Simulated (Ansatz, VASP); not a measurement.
**TiO2: VASP beside Ansatz**

```
Ti O
1.0
     4.59695    0.00000    0.00000
     0.00000    4.59695    0.00000
     0.00000    0.00000    2.95354
Ti O
2 4
Direct
  0.00000 0.00000 0.00000
  0.50000 0.50000 0.50000
  0.30463 0.30463 0.00000
  0.19537 0.80463 0.50000
  0.69537 0.69537 0.00000
  0.80463 0.19537 0.50000
```

Alike in both runs: functional r2SCAN; k mesh 6 × 6 × 10; occupations gaussian, width 0.02 eV; no spin polarisation.

Ansatz relaxed the structure, and its values are those at the end. VASP's run is a single point on that final structure, the one shown.

|  | VASP | Ansatz |
| --- | --- | --- |
| version | VASP 6.6.1 | Ansatz 0.2.0 |
| potentials or method | VASP PAW PBE potentials, release 64 (Ti_sv, O), cutoff 520 eV | scalar-relativistic, plane waves, PAW |
| valence electrons in the cell | 48 | 48 |

VASP gave:

```
gap on the k mesh at the Fermi level (eV) : 2.23
least direct gap on the mesh (eV)         : 2.23
pressure (GPa)                            : 1.3
rms of the force components (eV/Å)        : 0.017
```

Estimate Ansatz's values.

gap on the k mesh at the Fermi level (eV): 2.22; least direct gap on the mesh (eV): 2.22; pressure (GPa): 0.0; rms of the force components (eV/Å): 0.001.

VASP's potentials were made for PBE, not for r2SCAN.
